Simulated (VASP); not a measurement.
Here is a VASP 6.6.1 calculation.

The input INCAR:

```
SYSTEM = TlWF6
PREC = Accurate
ENCUT = 600
EDIFF = 1E-6
ISMEAR = 0
SIGMA = 0.1
LREAL = .False.
LASPH = .True.
NELM = 200
ALGO = Normal
ISIF = 2
LWAVE = .False.
LCHARG = .False.
ISPIN = 2
MAGMOM = 0 0.49 0 0 0 0 0 0
LORBIT = 11
LMAXMIX = 4
GGA = PE
NBANDS = 48
GGA_COMPAT = .False.
KPAR = 4
```

File KPOINTS:

```
regular mesh
0
Gamma
  8 8 8
  0 0 0
```

Contents of POSCAR:

```
TlWF6
1.0
    0.0000000000      4.7716386809      4.7716386809
    4.7716386809      0.0000000000      4.7716386809
    4.7716386809      4.7716386809      0.0000000000
Tl W F
1 1 6
Direct
    0.5000000000      0.5000000000      0.5000000000
    0.0000000000      0.0000000000      0.0000000000
    0.7994562843      0.2005437157      0.2005437157
    0.2005437157      0.7994562843      0.7994562843
    0.2005437157      0.7994562843      0.2005437157
    0.7994562843      0.2005437157      0.7994562843
    0.2005437157      0.2005437157      0.7994562843
    0.7994562843      0.7994562843      0.2005437157
```

Potentials or basis: VASP PAW PBE potentials, release 64 (Tl_d, W_sv, F).

Run with:

```console
$ cat potpaw_PBE.64/Tl_d/POTCAR potpaw_PBE.64/W_sv/POTCAR potpaw_PBE.64/F/POTCAR > POTCAR
$ mpirun -np 4 vasp_std > vasp.out
```

**Question.** Estimate the band gap on the k mesh.

**Answer.** Zero (filled and empty bands overlap).

**Question.** Predict the net moment.

**Answer.** 1.00 μB per cell.

Forces in eV/Å, atoms in the order of the input:
```
Tl   0.000  0.000  0.000
W    0.000  0.000  0.000
F    0.284  0.000  0.000
F   -0.284  0.000  0.000
F    0.000  0.284  0.000
F    0.000 -0.284  0.000
F    0.000  0.000  0.284
F    0.000  0.000 -0.284
```

Caveat: spin-orbit coupling is left out, which moves the levels of the heavy elements.
